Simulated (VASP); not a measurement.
KF (Carobbiite):

```
K F
1.0
     0.00000    2.65896    2.65896
     2.65896    0.00000    2.65896
     2.65896    2.65896    0.00000
K F
1 1
Direct
  0.00000 0.00000 0.00000
  0.50000 0.50000 0.50000
```

Base run:

| Item | Value |
| --- | --- |
| Program | VASP 6.6.1 |
| Functional | PBE |
| Potentials or basis | VASP PAW PBE potentials, release 64 (K_sv, F) |
| Cutoff | 520 eV |
| k mesh | 8 × 8 × 8 |
| Occupations | gaussian, width 0.01 eV |
| Spin | no spin polarisation |

Its results: band gap on the k mesh 6.24 eV, direct; pressure 2.0 GPa.

Q: The run is repeated on the same cell with these changes: functional from PBE to r2SCAN. What comes out?

A: Band gap on the k mesh 6.91 eV, direct; pressure 0.0 GPa.

r2SCAN gives the wider gap, since meta-GGAs in the generalised Kohn-Sham scheme recover part of the derivative discontinuity.

Caveats: the PAW data sets were made with another functional, which shifts forces and pressure a little (some runs).

A k mesh can miss the band edges.
